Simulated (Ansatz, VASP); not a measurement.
## TiO in VASP and in Ansatz

File INCAR:

```
ALGO = Normal
EDIFF = 1E-6
ENCUT = 520
GGA = PS
ISIF = 2
ISMEAR = 1
LASPH = True
LCHARG = False
LREAL = False
LWAVE = False
NBANDS = 16
NELM = 60
PREC = Accurate
SIGMA = 0.01
```

The input KPOINTS:

```
k-points
0
Gamma
  18 18 14
```

Contents of POSCAR:

```
TiO
1.0
    3.0309987015      0.0000000000      0.0000000000
   -1.5154993507      2.6249218743      0.0000000000
    0.0000000000      0.0000000000      3.2377000000
Ti O
1 1
Direct
    0.6666666667      0.3333333333      0.0000000000
    0.0000000000      0.0000000000      0.5000000000
```

Input for Ansatz:

```yaml
crystal:
  lattice:
    - [3.0309987015, 0.0, 0.0]
    - [-1.5154993507, 2.6249218743, 0.0]
    - [0.0, 0.0, 3.2377]
  atoms:
    - { symbol: Ti, position: [0.6666666667, 0.3333333333, 0.0] }
    - { symbol: O, position: [0.0, 0.0, 0.5] }
basis:
  ecutwfc: 420
kpoints:
  mp_grid: { grid: [18, 18, 14] }
hamiltonian:
  xc: pbesol
scf:
  occupations: { method: methfessel_paxton, width: 0.01 }
output:
  forces: true
  stress: true
  eigenvalues: true
```

Alike in both runs: task single point; functional PBEsol; k mesh 18 × 18 × 14; occupations methfessel-paxton of order 1, width 0.01 eV; no spin polarisation.

|  | VASP | Ansatz |
| --- | --- | --- |
| version | VASP 6.6.1 | Ansatz 0.2.0 |
| potentials or method | VASP PAW PBE potentials, release 64 (Ti_sv, O), cutoff 520 eV | scalar-relativistic, plane waves, PAW |
| valence electrons in the cell | 18 | 18 |

|  | VASP | Ansatz | Ansatz less VASP |
| --- | --- | --- | --- |
| gap on the k mesh at the Fermi level (eV) | 0.02 | 0.02 | 0.000 |
| least direct gap on the mesh (eV) | 0.02 | 0.02 | 0.000 |

VASP's potentials were made for PBE, not for PBEsol. The functional is the same, so the differences come from potentials, cutoffs and numerics.
